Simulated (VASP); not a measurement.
Write the native input for VASP 6.6.1 that does the following.

* Task: single point
* Functional: r2SCAN
* Potentials or basis: VASP PAW PBE potentials, release 64 (Cu_sv_GW, N)
* Cutoff: 900 eV
* k mesh: 6 × 6 × 6
* Occupations: fermi-dirac, width 0.02 eV
* Spin: no spin polarisation
* Dipole correction: no
* Further INCAR settings: ALGO = Normal; EDIFF = 1e-06; NBANDS = 39

Cu3N:

```
Cu N
1.0
     3.82689    0.00000    0.00000
     0.00000    3.82689    0.00000
     0.00000    0.00000    3.82689
Cu N
3 1
Direct
  0.50000 0.00000 0.00000
  0.00000 0.50000 0.00000
  0.00000 0.00000 0.50000
  0.00000 0.00000 0.00000
```

The input as run:

POSCAR

```
Cu3N
1.0
    3.8268910531      0.0000000000      0.0000000000
    0.0000000000      3.8268910531      0.0000000000
    0.0000000000      0.0000000000      3.8268910531
Cu N
3 1
Direct
    0.5000000000      0.0000000000      0.0000000000
    0.0000000000      0.5000000000      0.0000000000
    0.0000000000      0.0000000000      0.5000000000
    0.0000000000      0.0000000000      0.0000000000
```

INCAR.step1

```
SYSTEM = Cu3N
PREC     = Accurate       ! precision mode
ENCUT    = 900            ! plane-wave cutoff, eV
ISMEAR   = -1             ! smearing method
SIGMA    = 0.02           ! smearing width, eV
LREAL    = .FALSE.        ! projectors in reciprocal space
LASPH    = .TRUE.         ! aspherical terms in the spheres
NELM     = 120            ! most SCF steps
NBANDS   = 39             ! bands
GGA      = PE             ! functional
ALGO     = Normal         ! electronic algorithm
EDIFF    = 1E-5           ! SCF threshold, eV
LWAVE    = .TRUE.         ! write WAVECAR
LCHARG   = .FALSE.        ! write CHGCAR
GGA_COMPAT= .FALSE.
```

INCAR.step2

```
SYSTEM = Cu3N
PREC     = Accurate       ! precision mode
ENCUT    = 900            ! plane-wave cutoff, eV
EDIFF    = 1E-6           ! SCF threshold, eV
ISMEAR   = -1             ! smearing method
SIGMA    = 0.02           ! smearing width, eV
LREAL    = .FALSE.        ! projectors in reciprocal space
LASPH    = .TRUE.         ! aspherical terms in the spheres
NELM     = 120            ! most SCF steps
ALGO     = Normal         ! electronic algorithm
ISIF     = 2              ! what is computed and relaxed
LWAVE    = .FALSE.        ! write WAVECAR
LCHARG   = .FALSE.        ! write CHGCAR
METAGGA  = R2SCAN         ! meta-GGA
LMIXTAU  = .TRUE.       
NBANDS   = 39             ! bands
ISTART   = 1            
GGA_COMPAT= .FALSE.
```

KPOINTS

```
regular mesh
0
G
  6 6 6
  0 0 0
```

Potentials or basis: VASP PAW PBE potentials, release 64 (Cu_sv_GW, N).

The run is started by

```sh
$ cat potpaw_PBE.64/Cu_sv_GW/POTCAR potpaw_PBE.64/N/POTCAR > POTCAR
$ cp INCAR.step1 INCAR
$ mpirun -np 1 vasp_std > vasp.out
$ cp INCAR.step2 INCAR
$ mpirun -np 1 vasp_std > vasp.out
```

It gave:

```json
{
  "Pressure": "-3.8 GPa",
  "Band gap on the k mesh": "0.31 eV (least direct gap 0.90 eV)"
}
```

Caveat: the cell stands under tension; semilocal functionals underestimate gaps, and a narrow one can read as zero; the PAW data sets were made with another functional, which shifts forces and pressure a little.

It took 14 min on 1 thread of AMD EPYC 7571 (shared host), peak memory 0.28 GiB.
